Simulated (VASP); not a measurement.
A run of VASP 6.6.1 is set up as follows.

The input POSCAR:

```
BN
1.0
    2.5080409200      0.0000000000      0.0000000000
   -1.2467107600      2.1762310400      0.0000000000
   -0.6306650800     -1.0881155200      3.0225400000
B N
1 1
Direct
    0.9796430000      0.9834990000      0.0018060000
    0.6685060000      0.3323850000      0.9849990000
```

Contents of INCAR.step1:

```
PREC = Accurate
ENCUT = 520
ISMEAR = 1
SIGMA = 0.05
LREAL = F
LASPH = T
NELM = 80
NBANDS = 11
GGA = PE
ALGO = Normal
EDIFF = 1E-4
LWAVE = T
LCHARG = F
```

File INCAR.step2:

```
PREC = Accurate
ENCUT = 520
EDIFF = 1E-6
ISMEAR = 1
SIGMA = 0.05
LREAL = F
LASPH = T
NELM = 80
ALGO = Normal
ISIF = 2
LWAVE = F
LCHARG = F
METAGGA = R2SCAN
LMIXTAU = T
NBANDS = 11
ISTART = 1
```

KPOINTS

```
Automatic mesh
0
Gamma
  4 4 4
```

Potentials or basis: VASP PAW PBE potentials, release 64 (B, N).

Command:

```bash
$ cat potpaw_PBE.64/B/POTCAR potpaw_PBE.64/N/POTCAR > POTCAR
$ cp INCAR.step1 INCAR
$ mpirun -np 1 vasp_std > vasp.out
$ cp INCAR.step2 INCAR
$ mpirun -np 1 vasp_std > vasp.out
```

(1) Predict the largest force.

(2) What does it give for the pressure?

(3) What does it give for the band gap on the k mesh?

Results:

(1) 2.773 eV/Å.

(2) 1.1 GPa.

(3) 3.45 eV, indirect (least direct gap 5.47 eV).

Caveat: the k points lie up to 0.77 Å⁻¹ apart; the PAW data sets were made with another functional, which shifts forces and pressure a little.
